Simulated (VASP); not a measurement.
# Cu (Fm-3m) in VASP: further runs

Cu is run at these levels: PBE; tasks: relaxation of cell and atoms, single point.

All numbers are computed with VASP 6.6.1; they aren't measurements. Logs are shortened: lines on timing, memory, paths and dates and some standing lists are left out, and cuts for length are marked.

## 1. The cell of the first run

Symmetry: Fm-3m, No. 225, cubic system. The conventional cell has a = 3.630 Å, b = 3.630 Å, c = 3.630 Å, α = 90.00°, β = 90.00°, γ = 90.00°. Cu (site symmetry m-3m) has 12 Cu at 2.57 Å within 3.4 Å.

## 2. Relaxation of cell and atoms, PBE, target pressure 7 GPa, at which the enthalpy is minimised

INCAR reads:

```
PREC     = Accurate       # precision mode
ENCUT    = 600            # plane-wave cutoff, eV
EDIFF    = 1E-6           # SCF threshold, eV
ISMEAR   = -1             # smearing method
SIGMA    = 0.15           # smearing width, eV
LREAL    = False          # projectors in reciprocal space
LASPH    = True           # aspherical terms in the spheres
NELM     = 100            # most SCF steps
ALGO     = Normal         # electronic algorithm
ISIF     = 3              # what is computed and relaxed
LWAVE    = False          # write WAVECAR
LCHARG   = False          # write CHGCAR
GGA      = PE             # functional
IBRION   = 2              # ionic algorithm
NSW      = 80             # ionic steps
EDIFFG   = -0.001         # ionic threshold
PSTRESS  = 70.0
```

KPOINTS reads:

```
Automatic mesh
0
Gamma
  20 20 20
```

POSCAR reads:

```
Cu
1.0
    0.0000000000      1.8151656788      1.8151656788
    1.8151656788      0.0000000000      1.8151656788
    1.8151656788      1.8151656788      0.0000000000
Cu
1
Direct
    0.0000000000      0.0000000000      0.0000000000
```

Potentials or basis: VASP PAW PBE potentials, release 64 (Cu).

Command:

```sh
$ cat potpaw_PBE.64/Cu/POTCAR > POTCAR
$ mpirun -np 1 vasp_std > vasp.out
```

OUTCAR:

```text
PREC = Accurate
   ENCUT = 600
   EDIFF = 1E-6
   ISMEAR = -1
   LREAL = False
   LASPH = True
   NELM = 100
   ISIF = 3
   GGA = PE
   IBRION = 2
   NSW = 80
   EDIFFG = -0.001
   PSTRESS = 70.0

 ion  position               nearest neighbor table
   1  0.000  0.000  0.000-

  LATTYP: Found a face centered cubic cell.
 ALAT       =     3.6303313576

  Lattice vectors:

 A1 = (   0.0000000000,   1.8151656788,   1.8151656788)
 A2 = (   1.8151656788,   0.0000000000,   1.8151656788)
 A3 = (   1.8151656788,   1.8151656788,   0.0000000000)

Analysis of symmetry for initial positions (statically):
=====================================================================
 Subroutine PRICEL returns:
 Original cell was already a primitive cell.

 Routine SETGRP: Setting up the symmetry group for a
 face centered cubic supercell.

 Subroutine GETGRP returns: Found 48 space group operations
 (whereof 48 operations were pure point group operations)
 out of a pool of 48 trial point group operations.

The static configuration has the point symmetry O_h .

Analysis of symmetry for dynamics (positions and initial velocities):
=====================================================================
 Subroutine PRICEL returns:
 Original cell was already a primitive cell.

 Routine SETGRP: Setting up the symmetry group for a
 face centered cubic supercell.

 Subroutine GETGRP returns: Found 48 space group operations
 (whereof 48 operations were pure point group operations)
 out of a pool of 48 trial point group operations.

The dynamic configuration has the point symmetry O_h .

 Subroutine INISYM returns: Found 48 space group operations
 (whereof 48 operations are pure point group operations),
 and found     1 'primitive' translations

----------------------------------------------------------------------------------------

                                     Primitive cell

  volume of cell :      11.9613

  direct lattice vectors                    reciprocal lattice vectors
     0.000000000  1.815165679  1.815165679    -0.275456949  0.275456949  0.275456949
     1.815165679  0.000000000  1.815165679     0.275456949 -0.275456949  0.275456949
     1.815165679  1.815165679  0.000000000     0.275456949  0.275456949 -0.275456949

  length of vectors
     2.567031921  2.567031921  2.567031921     0.477105431  0.477105431  0.477105431

  position of ions in fractional coordinates (direct lattice)
     0.000000000  0.000000000  0.000000000

  ion indices of the primitive-cell ions
   primitive index   ion index
                 1           1

----------------------------------------------------------------------------------------

 KPOINTS: Automatic mesh

Automatic generation of k-mesh.
 Grid dimensions read from file:
 generate k-points for:   20   20   20

 Generating k-lattice:

  Cartesian coordinates                     Fractional coordinates (reciprocal lattice)
    -0.013772847  0.013772847  0.013772847     0.050000000  0.000000000  0.000000000
     0.013772847 -0.013772847  0.013772847     0.000000000  0.050000000  0.000000000
     0.013772847  0.013772847 -0.013772847     0.000000000  0.000000000  0.050000000

  Length of vectors
     0.023855272  0.023855272  0.023855272

  Shift w.r.t. Gamma in fractional coordinates (k-lattice)
     0.000000000  0.000000000  0.000000000

 Subroutine IBZKPT returns following result:
 ===========================================

 Found    256 irreducible k-points:

 Following reciprocal coordinates:
            Coordinates               Weight
  0.000000  0.000000  0.000000      1.000000
  0.050000  0.000000  0.000000      8.000000
  0.100000  0.000000  0.000000      8.000000
  0.150000  0.000000  0.000000      8.000000
  0.200000  0.000000  0.000000      8.000000
  0.250000  0.000000  0.000000      8.000000
[... 16 lines left out ...]
 -0.400000  0.050000  0.000000     24.000000
 -0.350000  0.050000  0.000000     24.000000
 [... further k-points ...]
   k-points           NKPTS =    256   k-points in BZ     NKDIM =    256   number of bands    NBANDS=      9
   number of dos      NEDOS =    301   number of ions     NIONS =      1
   total plane-waves  NPLWV =  13824
   dimension x,y,z NGX =    24 NGY =   24 NGZ =   24
   dimension x,y,z NGXF=    48 NGYF=   48 NGZF=   48
   ions per type =               1
   NGX,Y,Z   is equivalent  to a cutoff of  15.54, 15.54, 15.54 a.u.
   NGXF,Y,Z  is equivalent  to a cutoff of  31.09, 31.09, 31.09 a.u.
 SYSTEM =  unknown system
   PREC   = accura    normal or accurate (medium, high low for compatibility)
   ISTART =      0    job   : 0-new  1-cont  2-samecut
   ICHARG =      2    charge: 1-file 2-atom 10-const
   ISPIN  =      1    spin polarized calculation?
   LNONCOLLINEAR =      F non collinear calculations
   LSORBIT =      F    spin-orbit coupling
   LASPH  =      T    aspherical Exc in radial PAW
   ENCUT  =  600.0 eV  44.10 Ry    6.64 a.u.   5.13  5.13  5.13*2*pi/ulx,y,z
   NELM   =    100;   NELMIN=  2; NELMDL= -5     # of ELM steps
   EDIFF  = 0.1E-05   stopping-criterion for ELM
   LREAL  =      F    real-space projection
   EDIFFG = -.1E-02   stopping-criterion for IOM
   NSW    =     80    number of steps for IOM
   IBRION =      2    ionic relax: 0-MD 1-quasi-New 2-CG
   NFREE  =      1    steps in history (QN), initial steepest desc. (CG)
   ISIF   =      3    stress and relaxation
   ISYM   =      2    0-nonsym 1-usesym 2-fastsym
   POTIM  = 0.5000    time-step for ionic-motion
   TEBEG  =    0.0;   TEEND  =   0.0 temperature during run
   PSTRESS=   70.0 pullay stress
   NELECT =      11.0000    total number of electrons
   NUPDOWN=      -1.0000    fix difference up-down
   EMIN   =  10.00;   EMAX   =-10.00  energy-range for DOS
   EFERMI =   0.00;   METHOD = LEGACY
   ISMEAR =    -1;   SIGMA  =   0.15  broadening in eV -4-tet -1-fermi 0-gaus
   EFERMI_NEDOS =   21; number of points for ismear=-14 and -15
   IALGO  =     38    algorithm
   IMIX   =      4    mixing-type and parameters
     AMIX     =   0.40;   BMIX     =  1.00
     AMIX_MAG =   1.60;   BMIX_MAG =  1.00
  volume/ion in A,a.u.               =      11.96        80.72
  Fermi-wavevector in a.u.,A,eV,Ry     =   1.592011  3.008465 34.483962  2.534500
  Thomas-Fermi vector in A             =   2.690463
   LORBIT       =      0    0 simple, 1 ext, 2 COOP (PROOUT), +10 PAW based schemes
   GGA     = PE    functional components
   LHFCALC =     F    Hartree Fock is set to
   AEXX    =    0.0000 exact exchange contribution
   IVDW    =     0    specifies the selected vdW correction
   LEPSILON=     F    determine dielectric tensor
   LRPA    =     F    only Hartree local field effects (RPA)
 conjugate gradient relaxation of ions
 non-spin polarized calculation
  energy-cutoff  :      600.00
  volume of cell :       11.96
 maximum number of plane-waves:       415
 NGX is ok and might be reduce to    24
   NGX = 11   NGY = 11   NGZ = 11

--------------------------------------- Ionic step        1  -------------------------------------------

 number of electron      10.9999998 magnetization

 Free energy of the ion-electron system (eV)
  ---------------------------------------------------
  ext. energy  EPLUGINS =         0.00000000
  ---------------------------------------------------
  free energy    TOTEN  =        -3.73940484 eV

  energy without entropy =       -3.71758312  energy(sigma->0) =       -3.72849398

------------------------ aborting loop because EDIFF is reached ----------------------------------------

  FORCE on cell =-STRESS in cart. coord.  units (eV):
  Direction    XX          YY          ZZ          XY          YZ          ZX
  --------------------------------------------------------------------------------------
  -------------------------------------------------------------------------------------
  Total        0.0443162      0.0443162      0.0443162     -0.0000000      0.0000000      0.0000000
  in kB        5.9360100      5.9360100      5.9360100     -0.0000000      0.0000000      0.0000000
  external PRESSURE =     -64.0639900 kB  Pullay stress =      70.0000000 kB
[... 59 lines left out ...]
  enthalpy is  TOTEN    =        -3.2216988172 eV   P V=        0.4872501075

--------------------------------------- Ionic step        3  -------------------------------------------

 number of electron      10.9999998 magnetization

 Free energy of the ion-electron system (eV)
  ---------------------------------------------------
  ext. energy  EPLUGINS =         0.00000000
  ---------------------------------------------------
  free energy    TOTEN  =        -3.72837346 eV

  energy without entropy =       -3.70703826  energy(sigma->0) =       -3.71770586

 E-fermi :   7.9608     XC(G=0): -12.8931

 val. band max:        7.9131376609   @ k =   0.5000   0.2500   0.1000
 cond. band min:       7.9733959809   @ k =  -0.4500   0.1000   0.0000
 fundamental gap:      0.0602583200
 Fermi energy:         7.9607850859

 k-point     1 :       0.0000    0.0000    0.0000
  band No.  band energies     occupation
      1      -1.6263      2.00000
      2       4.8248      2.00000
      3       4.8248      2.00000
      4       4.8248      2.00000
      5       5.6838      2.00000
      6       5.6838      2.00000
      7      30.7673      0.00000
      8      33.6351      0.00000
      9      33.6351      0.00000
[... 265 lines left out ...]
 k-point    24 :      -0.3500    0.0500    0.0000
  band No.  band energies     occupation
      1       2.2433      2.00000
      2       4.8511      2.00000
      3       4.8929      2.00000
      4       5.0219      2.00000
      5       6.0127      2.00000
      6       6.3052      1.99997
      7      15.3959      0.00000
      8      28.0659      0.00000
      9      30.4455      0.00000

 [... further k-points ...]
[... 5 lines left out ...]
  --------------------------------------------------------------------------------------
  -------------------------------------------------------------------------------------
  Total        0.5018694      0.5018694      0.5018694      0.0000000     -0.0000000      0.0000000
  in kB       70.0555717     70.0555717     70.0555717      0.0000000     -0.0000000      0.0000000
  external PRESSURE =       0.0555717 kB  Pullay stress =      70.0000000 kB
[... 16 lines left out ...]
  FREE ENERGIE OF THE ION-ELECTRON SYSTEM (eV)
  ---------------------------------------------------
  free  energy   TOTEN  =        -3.7283734579 eV

  energy  without entropy=       -3.7070382641  energy(sigma->0) =       -3.71770586

  enthalpy is  TOTEN    =        -3.2269021558 eV   P V=        0.5014713020

 reached required accuracy - stopping structural energy minimisation
```

It took 52 s on 1 thread of Intel Xeon 6975P-C, shared host; peak memory 0.18 GiB.

What came out:

```
Free energy                                            : -3.7284 eV
Relaxed volume                                         : 11.48 Å³/atom
Relaxed cell                                           : a = 2.532 Å, b = 2.532 Å, c = 2.532 Å, α = 60.00°, β = 60.00°, γ = 60.00°
Space group after relaxing (to 0.05 Å)                 : Fm-3m (No. 225)
Energy change on relaxing (the enthalpy is what falls) : +11.0 meV/atom
Ionic steps                                            : 3
Pressure after relaxing                                : 7.0 GPa
```

The path:
| step | energy change (eV) | largest force (eV/Å) | pressure (GPa) | volume (Å³) |
| --- | --- | --- | --- | --- |
| 1 | 0.0000 | 0.0000 | 0.59 | 11.96 |
| 2 | 0.0305 | 0.0000 | 12.32 | 11.15 |
| 3 | 0.0110 | 0.0000 | 7.01 | 11.48 |

Final structure:
```
CELL_PARAMETERS angstrom
0.00000 1.79037 1.79037
1.79037 0.00000 1.79037
1.79037 1.79037 0.00000
ATOMIC_POSITIONS crystal
Cu 0.00000 0.00000 0.00000
```

Levels at points of the mesh, in eV from the Fermi level:
| k point | band 3 | band 4 | band 5 | band 6 | band 7 | band 8 | band 9 |
| --- | --- | --- | --- | --- | --- | --- | --- |
| (0.00, 0.00, 0.00) | -3.14 | -3.14 | -2.28 | -2.28 | 22.81 | 25.67 | 25.67 |
| (0.50, 0.00, 0.00) | -3.17 | -1.68 | -1.68 | -1.10 | 3.88 | 21.29 | 22.50 |
| (0.50, 0.50, 0.00) | -1.70 | -1.53 | -1.53 | 1.46 | 7.30 | 13.29 | 13.29 |

Caveat: the cell is relaxed towards a set pressure, so the enthalpy falls and the energy may rise.

## 3. Single point, PBE

INCAR reads:

```
SYSTEM = Cu
  PREC = Accurate
  ENCUT = 520
  EDIFF = 1E-7
  ISMEAR = 0
  SIGMA = 0.15
  LREAL = .FALSE.
  LASPH = .TRUE.
  NELM = 80
  ALGO = Normal
  ISIF = 2
  LWAVE = .FALSE.
  LCHARG = .FALSE.
  GGA = PE
  NBANDS = 12
```

KPOINTS reads:

```
Automatic mesh
0
G
  28 28 28
  0 0 0
```

POSCAR reads:

```
Cu
1.0
    0.0000000000      1.8148741282      1.8148741282
    1.8148741282      0.0000000000      1.8148741282
    1.8148741282      1.8148741282      0.0000000000
Cu
1
Direct
    0.0000000000      0.0000000000      0.0000000000
```

Potentials or basis: VASP PAW PBE potentials, release 64 (Cu).

Command:

```sh
$ cat potpaw_PBE.64/Cu/POTCAR > POTCAR
$ mpirun -np 1 vasp_std > vasp.out
```

Wall time 84 s (1 thread of Intel Xeon 8259CL, shared host); peak memory 0.2 GiB.

The run converged. Its results:

```
Free energy : -3.7298 eV
Pressure    : 0.5 GPa
```

Levels at points of the mesh, in eV from the Fermi level:
```csv
k point,band 3,band 4,band 5,band 6,band 7,band 8,band 9,band 10
"(0.00, 0.00, 0.00)",-3.01,-3.01,-2.21,-2.21,22.48,25.03,25.03,25.03
"(0.50, 0.00, 0.00)",-3.04,-1.65,-1.65,-0.99,3.67,20.97,21.86,21.86
"(0.50, 0.50, 0.00)",-1.67,-1.51,-1.51,1.49,7.01,12.97,12.97,17.43
```
